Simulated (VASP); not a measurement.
# CaO (Fm-3m) in VASP: further runs

CaO is run at these levels: PBEsol, PBEsol+D3(BJ); tasks: single point.

Everything below comes from runs of VASP 6.6.1. Logs are shortened: lines on timing, memory, paths and dates and some standing lists are left out, and cuts for length are marked.

## Step 1: The cell of the first run

The structure is cubic, space group Fm-3m (No. 225). The conventional cell has a = 4.705 Å, b = 4.705 Å, c = 4.705 Å, α = 90.00°, β = 90.00°, γ = 90.00°. Ca (site symmetry m-3m) has 6 O at 2.35 Å within 3.1 Å. O (site symmetry m-3m) has 6 Ca at 2.35 Å within 3.1 Å.

## Step 2: Single point, PBEsol

Contents of INCAR:

```
PREC = Accurate
ENCUT = 520
EDIFF = 1E-7
ISMEAR = -1
SIGMA = 0.05
LREAL = F
LASPH = T
NELM = 100
ALGO = Normal
ISIF = 2
LWAVE = F
LCHARG = F
GGA = PS
NBANDS = 15
```

Contents of KPOINTS:

```
Automatic mesh
0
Gamma
  10 10 10
```

Contents of POSCAR:

```
CaO
1.0
    0.0000000000      2.3522790503      2.3522790503
    2.3522790503      0.0000000000      2.3522790503
    2.3522790503      2.3522790503      0.0000000000
Ca O
1 1
Direct
    0.0000000000      0.0000000000      0.0000000000
    0.5000000000      0.5000000000      0.5000000000
```

Potentials or basis: VASP PAW PBE potentials, release 64 (Ca_sv, O).

Started as:

```console
$ cat potpaw_PBE.64/Ca_sv/POTCAR potpaw_PBE.64/O/POTCAR > POTCAR
$ mpirun -np 1 vasp_std > vasp.out
```

OUTCAR:

```text
PREC = Accurate
   ENCUT = 520
   EDIFF = 1E-7
   ISMEAR = -1
   LREAL = F
   LASPH = T
   NELM = 100
   ISIF = 2
   GGA = PS

 ion  position               nearest neighbor table
   1  0.000  0.000  0.000-   2 2.35   2 2.35   2 2.35   2 2.35   2 2.35   2 2.35
   2  0.500  0.500  0.500-   1 2.35   1 2.35   1 2.35   1 2.35   1 2.35   1 2.35

  LATTYP: Found a face centered cubic cell.
 ALAT       =     4.7045581006

  Lattice vectors:

 A1 = (   0.0000000000,   2.3522790503,   2.3522790503)
 A2 = (   2.3522790503,   0.0000000000,   2.3522790503)
 A3 = (   2.3522790503,   2.3522790503,   0.0000000000)

Analysis of symmetry for initial positions (statically):
=====================================================================
 Subroutine PRICEL returns:
 Original cell was already a primitive cell.

 Routine SETGRP: Setting up the symmetry group for a
 face centered cubic supercell.

 Subroutine GETGRP returns: Found 48 space group operations
 (whereof 48 operations were pure point group operations)
 out of a pool of 48 trial point group operations.

The static configuration has the point symmetry O_h .

Analysis of symmetry for dynamics (positions and initial velocities):
=====================================================================
 Subroutine PRICEL returns:
 Original cell was already a primitive cell.

 Routine SETGRP: Setting up the symmetry group for a
 face centered cubic supercell.

 Subroutine GETGRP returns: Found 48 space group operations
 (whereof 48 operations were pure point group operations)
 out of a pool of 48 trial point group operations.

The dynamic configuration has the point symmetry O_h .

 Subroutine INISYM returns: Found 48 space group operations
 (whereof 48 operations are pure point group operations),
 and found     1 'primitive' translations

----------------------------------------------------------------------------------------

                                     Primitive cell

  volume of cell :      26.0313

  direct lattice vectors                    reciprocal lattice vectors
     0.000000000  2.352279050  2.352279050    -0.212559815  0.212559815  0.212559815
     2.352279050  0.000000000  2.352279050     0.212559815 -0.212559815  0.212559815
     2.352279050  2.352279050  0.000000000     0.212559815  0.212559815 -0.212559815

  length of vectors
     3.326624935  3.326624935  3.326624935     0.368164399  0.368164399  0.368164399

  position of ions in fractional coordinates (direct lattice)
     0.000000000  0.000000000  0.000000000
     0.500000000  0.500000000  0.500000000

  ion indices of the primitive-cell ions
   primitive index   ion index
                 1           1
                 2           2

----------------------------------------------------------------------------------------

 KPOINTS: Automatic mesh

Automatic generation of k-mesh.
 Grid dimensions read from file:
 generate k-points for:   10   10   10

 Generating k-lattice:

  Cartesian coordinates                     Fractional coordinates (reciprocal lattice)
    -0.021255982  0.021255982  0.021255982     0.100000000  0.000000000  0.000000000
     0.021255982 -0.021255982  0.021255982     0.000000000  0.100000000  0.000000000
     0.021255982  0.021255982 -0.021255982     0.000000000  0.000000000  0.100000000

  Length of vectors
     0.036816440  0.036816440  0.036816440

  Shift w.r.t. Gamma in fractional coordinates (k-lattice)
     0.000000000  0.000000000  0.000000000

 Subroutine IBZKPT returns following result:
 ===========================================

 Found     47 irreducible k-points:

 Following reciprocal coordinates:
            Coordinates               Weight
  0.000000  0.000000  0.000000      1.000000
  0.100000  0.000000  0.000000      8.000000
  0.200000  0.000000  0.000000      8.000000
  0.300000  0.000000  0.000000      8.000000
  0.400000  0.000000  0.000000      8.000000
  0.500000  0.000000  0.000000      4.000000
[... 16 lines left out ...]
  0.300000  0.300000  0.000000      6.000000
  0.400000  0.300000  0.000000     24.000000
 [... further k-points ...]
   k-points           NKPTS =     47   k-points in BZ     NKDIM =     47   number of bands    NBANDS=     15
   number of dos      NEDOS =    301   number of ions     NIONS =      2
   total plane-waves  NPLWV =  21952
   dimension x,y,z NGX =    28 NGY =   28 NGZ =   28
   dimension x,y,z NGXF=    56 NGYF=   56 NGZF=   56
   ions per type =               1   1
   NGX,Y,Z   is equivalent  to a cutoff of  13.99, 13.99, 13.99 a.u.
   NGXF,Y,Z  is equivalent  to a cutoff of  27.99, 27.99, 27.99 a.u.
 SYSTEM =  unknown system
   PREC   = accura    normal or accurate (medium, high low for compatibility)
   ISTART =      0    job   : 0-new  1-cont  2-samecut
   ICHARG =      2    charge: 1-file 2-atom 10-const
   ISPIN  =      1    spin polarized calculation?
   LNONCOLLINEAR =      F non collinear calculations
   LSORBIT =      F    spin-orbit coupling
   LASPH  =      T    aspherical Exc in radial PAW
   ENCUT  =  520.0 eV  38.22 Ry    6.18 a.u.   6.19  6.19  6.19*2*pi/ulx,y,z
   NELM   =    100;   NELMIN=  2; NELMDL= -5     # of ELM steps
   EDIFF  = 0.1E-06   stopping-criterion for ELM
   LREAL  =      F    real-space projection
   EDIFFG = 0.1E-05   stopping-criterion for IOM
   NSW    =      0    number of steps for IOM
   IBRION =     -1    ionic relax: 0-MD 1-quasi-New 2-CG
   NFREE  =      0    steps in history (QN), initial steepest desc. (CG)
   ISIF   =      2    stress and relaxation
   ISYM   =      2    0-nonsym 1-usesym 2-fastsym
   POTIM  = 0.5000    time-step for ionic-motion
   TEBEG  =    0.0;   TEEND  =   0.0 temperature during run
   PSTRESS=    0.0 pullay stress
   NELECT =      16.0000    total number of electrons
   NUPDOWN=      -1.0000    fix difference up-down
   EMIN   =  10.00;   EMAX   =-10.00  energy-range for DOS
   EFERMI =   0.00;   METHOD = LEGACY
   ISMEAR =    -1;   SIGMA  =   0.05  broadening in eV -4-tet -1-fermi 0-gaus
   EFERMI_NEDOS =   21; number of points for ismear=-14 and -15
   IALGO  =     38    algorithm
   IMIX   =      4    mixing-type and parameters
     AMIX     =   0.40;   BMIX     =  1.00
     AMIX_MAG =   1.60;   BMIX_MAG =  1.00
  volume/ion in A,a.u.               =      13.02        87.83
  Fermi-wavevector in a.u.,A,eV,Ry     =   1.391925  2.630358 26.360697  1.937457
  Thomas-Fermi vector in A             =   2.515718
   LORBIT       =      0    0 simple, 1 ext, 2 COOP (PROOUT), +10 PAW based schemes
   GGA     = PS    functional components
   LHFCALC =     F    Hartree Fock is set to
   AEXX    =    0.0000 exact exchange contribution
   IVDW    =     0    specifies the selected vdW correction
   LEPSILON=     F    determine dielectric tensor
   LRPA    =     F    only Hartree local field effects (RPA)
 non-spin polarized calculation
  energy-cutoff  :      520.00
  volume of cell :       26.03
 maximum number of plane-waves:       725
 NGX is ok and might be reduce to    28
   NGX = 13   NGY = 13   NGZ = 13

 number of electron      15.9999999 magnetization

 Free energy of the ion-electron system (eV)
  ---------------------------------------------------
  ext. energy  EPLUGINS =         0.00000000
  ---------------------------------------------------
  free energy    TOTEN  =       -13.38895587 eV

  energy without entropy =      -13.38895587  energy(sigma->0) =      -13.38895587

 E-fermi :   3.5774     XC(G=0): -11.0596

 val. band max:        2.5721874445   @ k =   0.0000   0.0000   0.0000
 cond. band min:       6.0671403379   @ k =   0.5000   0.5000   0.0000
 fundamental gap:      3.4949528934
 Fermi energy:         3.5773696176

 k-point     1 :       0.0000    0.0000    0.0000
  band No.  band energies     occupation
      1     -34.5637      2.00000
      2     -15.3503      2.00000
      3     -15.3503      2.00000
      4     -15.3503      2.00000
      5     -12.9988      2.00000
      6       2.5722      2.00000
      7       2.5722      2.00000
      8       2.5722      2.00000
      9       7.6710      0.00000
     10       8.9092      0.00000
     11       8.9092      0.00000
     12       8.9092      0.00000
     13      10.5638      0.00000
     14      10.5638      0.00000
     15      17.7937      0.00000

 k-point     2 :       0.1000    0.0000    0.0000
  band No.  band energies     occupation
      1     -34.5503      2.00000
      2     -15.5600      2.00000
      3     -15.3566      2.00000
      4     -15.3566      2.00000
      5     -12.7846      2.00000
      6       2.1874      2.00000
      7       2.4128      2.00000
      8       2.4128      2.00000
      9       8.1427      0.00000
     10       8.8727      0.00000
     11       9.0982      0.00000
     12       9.0982      0.00000
     13      10.8359      0.00000
     14      10.8359      0.00000
     15      18.2638      0.00000

 k-point     3 :       0.2000    0.0000    0.0000
  band No.  band energies     occupation
      1     -34.5150      2.00000
      2     -15.9989      2.00000
      3     -15.3729      2.00000
      4     -15.3729      2.00000
      5     -12.3334      2.00000
      6       1.3585      2.00000
      7       2.0336      2.00000
      8       2.0336      2.00000
      9       8.8401      0.00000
     10       9.2827      0.00000
     11       9.6212      0.00000
     12       9.6212      0.00000
     13      11.5380      0.00000
     14      11.5380      0.00000
     15      19.0533      0.00000

 k-point     4 :       0.3000    0.0000    0.0000
  band No.  band energies     occupation
      1     -34.4709      2.00000
      2     -16.4282      2.00000
      3     -15.3929      2.00000
      4     -15.3929      2.00000
      5     -11.8863      2.00000
      6       0.5229      2.00000
      7       1.6222      2.00000
      8       1.6222      2.00000
      9       9.1257      0.00000
     10      10.3448      0.00000
     11      10.3448      0.00000
     12      10.4328      0.00000
     13      12.4249      0.00000
     14      12.4249      0.00000
     15      18.7828      0.00000
[... 307 lines left out ...]
 k-point    22 :      -0.2000    0.2000    0.0000
  band No.  band energies     occupation
      1     -34.4562      2.00000
      2     -16.3534      2.00000
      3     -15.5776      2.00000
      4     -15.3792      2.00000
      5     -11.9199      2.00000
      6       0.5152      2.00000
      7       1.4513      2.00000
      8       1.9176      2.00000
      9       8.8456      0.00000
     10      10.1066      0.00000
     11      10.1232      0.00000
     12      11.0745      0.00000
     13      12.6781      0.00000
     14      12.9971      0.00000
     15      19.2042      0.00000

 k-point    23 :       0.3000    0.3000    0.0000
  band No.  band energies     occupation
      1     -34.4424      2.00000
      2     -16.1420      2.00000
      3     -15.5417      2.00000
      4     -15.5417      2.00000
      5     -12.3291      2.00000
      6       0.7208      2.00000
      7       2.2255      2.00000
      8       2.2255      2.00000
      9       6.8272      0.00000
     10      10.0575      0.00000
     11      11.3710      0.00000
     12      11.5256      0.00000
     13      11.5256      0.00000
     14      13.5432      0.00000
     15      20.6553      0.00000

 k-point    24 :       0.4000    0.3000    0.0000
  band No.  band energies     occupation
      1     -34.4148      2.00000
      2     -16.2136      2.00000
      3     -15.6072      2.00000
      4     -15.5706      2.00000
      5     -12.3507      2.00000
      6       0.8181      2.00000
      7       1.9955      2.00000
      8       2.1037      2.00000
      9       6.7992      0.00000
     10      10.6564      0.00000
     11      11.7385      0.00000
     12      11.8627      0.00000
     13      12.0006      0.00000
     14      13.9357      0.00000
     15      18.9147      0.00000

 [... further k-points ...]

------------------------ aborting loop because EDIFF is reached ----------------------------------------

  FORCE on cell =-STRESS in cart. coord.  units (eV):
  Direction    XX          YY          ZZ          XY          YZ          ZX
  --------------------------------------------------------------------------------------
  -------------------------------------------------------------------------------------
  Total        0.9394266      0.9394266      0.9394266      0.0000000     -0.0000000      0.0000000
  in kB       57.8198427     57.8198427     57.8198427      0.0000000     -0.0000000      0.0000000
  external PRESSURE =      57.8198427 kB  Pullay stress =       0.0000000 kB

 VOLUME and BASIS-vectors are now :
 -----------------------------------------------------------------------------
  energy-cutoff  :      520.00
  volume of cell :       26.03
      direct lattice vectors                 reciprocal lattice vectors
     0.000000000  2.352279050  2.352279050    -0.212559815  0.212559815  0.212559815
     2.352279050  0.000000000  2.352279050     0.212559815 -0.212559815  0.212559815
     2.352279050  2.352279050  0.000000000     0.212559815  0.212559815 -0.212559815

 POSITION                                       TOTAL-FORCE (eV/Angst)
 -----------------------------------------------------------------------------------
      0.00000      0.00000      0.00000         0.000000      0.000000      0.000000
      2.35228      2.35228      2.35228         0.000000      0.000000     -0.000000
 -----------------------------------------------------------------------------------
    total drift:                                0.000000      0.000000      0.000000

  FREE ENERGIE OF THE ION-ELECTRON SYSTEM (eV)
  ---------------------------------------------------
  free  energy   TOTEN  =       -13.3889558676 eV

  energy  without entropy=      -13.3889558676  energy(sigma->0) =      -13.38895587
```

Run time: 54 s. Hardware: 1 thread of AMD EPYC 7R43 (Zen 3), shared host; peak memory 0.13 GiB.

Results:

| Property | Result |
| --- | --- |
| Free energy | -13.3890 eV |
| Pressure | 5.8 GPa |
| Band gap on the k mesh | 3.49 eV (least direct gap 3.86 eV) |

Caveat: the cell stands under pressure; the PAW data sets were made with another functional, which shifts forces and pressure a little. A k mesh can miss the band edges.

## Step 3: Single point, PBEsol

This run uses another cell than the first one, of 12.58 Å³/atom.

Contents of INCAR:

```
SYSTEM = CaO
PREC     = Accurate       ! precision mode
ENCUT    = 520            ! plane-wave cutoff, eV
EDIFF    = 1E-7           ! SCF threshold, eV
ISMEAR   = -1             ! smearing method
SIGMA    = 0.05           ! smearing width, eV
LREAL    = .False.        ! projectors in reciprocal space
LASPH    = .True.         ! aspherical terms in the spheres
NELM     = 60             ! most SCF steps
ALGO     = Normal         ! electronic algorithm
ISIF     = 2              ! what is computed and relaxed
LWAVE    = .False.        ! write WAVECAR
LCHARG   = .False.        ! write CHGCAR
GGA      = PS             ! functional
NBANDS   = 15             ! bands
```

Contents of KPOINTS:

```
regular mesh
0
Gamma
  10 10 10
  0 0 0
```

Contents of POSCAR:

```
CaO
1.0
    0.0000000000      2.3257331306      2.3257331306
    2.3257331306      0.0000000000      2.3257331306
    2.3257331306      2.3257331306      0.0000000000
Ca O
1 1
Direct
    0.0000000000      0.0000000000      0.0000000000
    0.5000000000      0.5000000000      0.5000000000
```

Potentials or basis: VASP PAW PBE potentials, release 64 (Ca_sv, O).

Started as:

```console
$ cat potpaw_PBE.64/Ca_sv/POTCAR potpaw_PBE.64/O/POTCAR > POTCAR
$ mpirun -np 1 vasp_std > vasp.out
```

Run time: 31 s. Hardware: 1 thread of AMD EPYC 7R43 (Zen 3), shared host; peak memory 0.11 GiB.

It converged, with:

- Free energy: -13.3429 eV
- Pressure: 10.9 GPa
- Band gap on the k mesh: 3.46 eV (least direct gap 3.81 eV)

Levels at points of the mesh, in eV from the valence-band top:
```tsv
k point	band 4	band 5	band 6	band 7	band 8	band 9	band 10	band 11	band 12	band 13
(0.00, 0.00, 0.00)	-17.76	-15.64	0.00	0.00	0.00	5.40	6.41	6.41	6.41	8.13
(0.50, 0.00, 0.00)	-17.83	-13.92	-2.94	-1.44	-1.43	7.48	8.91	8.91	9.10	11.32
(0.50, 0.50, 0.00)	-18.09	-15.41	-1.25	-0.35	-0.35	3.46	8.80	9.48	10.26	10.26
```

Caveat: the cell stands under pressure; the PAW data sets were made with another functional, which shifts forces and pressure a little. A k mesh can miss the band edges.

## Step 4: Single point, PBEsol

This run uses another cell than the first one, of 13.32 Å³/atom.

Contents of INCAR:

```
ALGO     = Normal         # electronic algorithm
EDIFF    = 1E-6           # SCF threshold, eV
ENCUT    = 520            # plane-wave cutoff, eV
GGA      = PS             # functional
ISIF     = 2              # what is computed and relaxed
ISMEAR   = -1             # smearing method
LASPH    = True           # aspherical terms in the spheres
LCHARG   = False          # write CHGCAR
LREAL    = False          # projectors in reciprocal space
LWAVE    = False          # write WAVECAR
NBANDS   = 15             # bands
NELM     = 80             # most SCF steps
PREC     = Accurate       # precision mode
SIGMA    = 0.05           # smearing width, eV
```

Contents of KPOINTS:

```
k-points
0
Gamma
  10 10 10
```

Contents of POSCAR:

```
CaO
1.0
    0.0000000000      2.3703492818      2.3703492818
    2.3703492818      0.0000000000      2.3703492818
    2.3703492818      2.3703492818      0.0000000000
Ca O
1 1
Direct
    0.0000000000      0.0000000000      0.0000000000
    0.5000000000      0.5000000000      0.5000000000
```

Started as:

```console
$ cat potpaw_PBE.64/Ca_sv/POTCAR potpaw_PBE.64/O/POTCAR > POTCAR
$ mpirun -np 1 vasp_std > vasp.out
```

It took 46 s on 1 thread of AMD EPYC 7R43 (Zen 3), shared host; peak memory 0.13 GiB.

It converged, with:

```yaml
Free_energy: -13.4056 eV
Pressure: 2.7 GPa
Band_gap_on_the_k_mesh: 3.51 eV (least direct gap 3.88 eV)
```

Levels at points of the mesh, in eV from the valence-band top:
| k point | band 5 | band 6 | band 7 | band 8 | band 9 | band 10 | band 11 | band 12 |
| --- | --- | --- | --- | --- | --- | --- | --- | --- |
| (0.00, 0.00, 0.00) | -15.53 | 0.00 | 0.00 | 0.00 | 4.90 | 6.29 | 6.29 | 6.29 |
| (0.50, 0.00, 0.00) | -14.10 | -2.80 | -1.31 | -1.31 | 7.21 | 8.60 | 8.60 | 8.65 |
| (0.50, 0.50, 0.00) | -15.28 | -1.30 | -0.37 | -0.37 | 3.51 | 8.35 | 9.16 | 9.87 |

Caveat: the PAW data sets were made with another functional, which shifts forces and pressure a little. A k mesh can miss the band edges.

## Step 5: Single point, PBEsol+D3(BJ)

This run uses another cell than the first one, of 13.16 Å³/atom.

Contents of INCAR:

```
SYSTEM = CaO
  ALGO = Normal
  EDIFF = 1E-6
  ENCUT = 520
  GGA = PS
  ISIF = 2
  ISMEAR = -1
  IVDW = 12
  LASPH = .True.
  LCHARG = .True.
  LELF = .True.
  LREAL = .False.
  LVHAR = .True.
  LWAVE = .False.
  NBANDS = 15
  NELM = 60
  PREC = Accurate
  SIGMA = 0.05
```

Contents of KPOINTS:

```
k-points
0
Gamma
  10 10 10
  0 0 0
```

Contents of POSCAR:

```
CaO
1.0
    0.0000000000      2.3610529521      2.3610529521
    2.3610529521      0.0000000000      2.3610529521
    2.3610529521      2.3610529521      0.0000000000
Ca O
1 1
Direct
    0.0000000000      0.0000000000      0.0000000000
    0.5000000000      0.5000000000      0.5000000000
```

Started as:

```console
$ cat potpaw_PBE.64/Ca_sv/POTCAR potpaw_PBE.64/O/POTCAR > POTCAR
$ mpirun -np 1 vasp_std > vasp.out
```

Run time: 49 s. Hardware: 1 thread of AMD EPYC 7R43 (Zen 3), shared host; peak memory 0.14 GiB.

The run converged. Its results:

* Free energy: -13.9550 eV
* Pressure: 0.7 GPa
* Band gap on the k mesh: 3.50 eV (least direct gap 3.87 eV)
* Dispersion energy per atom: -0.278 eV

Levels at points of the mesh, in eV from the valence-band top:
```
           k point  band 4  band 5  band 6  band 7  band 8  band 9  band 10  band 11  band 12  band 13
(0.00, 0.00, 0.00)  -17.98  -15.55    0.00    0.00    0.00    5.00     6.31     6.31     6.31     7.95
(0.50, 0.00, 0.00)  -18.04  -14.07   -2.83   -1.33   -1.33    7.26     8.66     8.66     8.74    10.92
(0.50, 0.50, 0.00)  -18.26  -15.31   -1.29   -0.36   -0.36    3.50     8.44     9.23     9.95     9.95
```

Caveat: the PAW data sets were made with another functional, which shifts forces and pressure a little. A k mesh can miss the band edges.

(Part 1 of 2 ends here.)
